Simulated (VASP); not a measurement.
Set up this calculation in VASP 6.6.1, as the native input.

- Task: single point
- Functional: PBE
- Potentials or basis: VASP PAW PBE potentials, release 64 (Cu, H, Mo_sv)
- Cutoff: 520 eV
- k mesh: 4 × 4 × 4
- Occupations: gaussian, width 0.1 eV
- Spin: no spin polarisation
- Dipole correction: no
- Further INCAR settings: ALGO = Normal; EDIFF = 1e-06; NBANDS = 26

The structure of CuMoH6 lies in POSCAR:

```
CuMoH6
1.0
    0.0000000000      3.3326373600      3.3326373600
    3.3326373600      0.0000000000      3.3326373600
    3.3326373600      3.3326373600      0.0000000000
Cu H Mo
1 6 1
Direct
    0.2500000000      0.2500000000      0.2500000000
    0.8182656200      0.1817343800      0.1817343800
    0.1817343800      0.8182656200      0.8182656200
    0.1817343800      0.8182656200      0.1817343800
    0.8182656200      0.1817343800      0.8182656200
    0.1817343800      0.1817343800      0.8182656200
    0.8182656200      0.8182656200      0.1817343800
    0.5000000000      0.5000000000      0.5000000000
```

The cell was built from a structure type or drawn by symmetry, and may not be a known phase.

These files were run (other wordings do the same):

INCAR

```
SYSTEM = CuMoH6
  ALGO = Normal
  EDIFF = 1E-6
  ENCUT = 520
  GGA = PE
  ISIF = 2
  ISMEAR = 0
  LASPH = .TRUE.
  LCHARG = .FALSE.
  LREAL = .FALSE.
  LWAVE = .FALSE.
  NBANDS = 26
  NELM = 60
  PREC = Accurate
  SIGMA = 0.1
```

KPOINTS

```
k-points
0
G
  4 4 4
  0 0 0
```

Potentials or basis: VASP PAW PBE potentials, release 64 (Cu, H, Mo_sv).

Run with:

```bash
$ cat potpaw_PBE.64/Cu/POTCAR potpaw_PBE.64/H/POTCAR potpaw_PBE.64/Mo_sv/POTCAR > POTCAR
$ mpirun -np 1 vasp_std > vasp.out
```

It gave:

* Pressure: -19.3 GPa
* Largest force: 1.393 eV/Å
* Band gap on the k mesh: zero (an odd number of electrons rules out a gap without spin polarisation)

Caveat: the k points lie up to 0.41 Å⁻¹ apart, too coarse for converged energies and pressures of a metal; forces of over 1 eV/Å act on the atoms, so gaps and moduli don't describe the material at rest.

Run time: 23 s on 1 thread of Intel(R) Xeon(R) Platinum 8259CL CPU @ 2.50GHz (Skylake/Cascade Lake), on a shared host, peak memory 0.21 GiB.
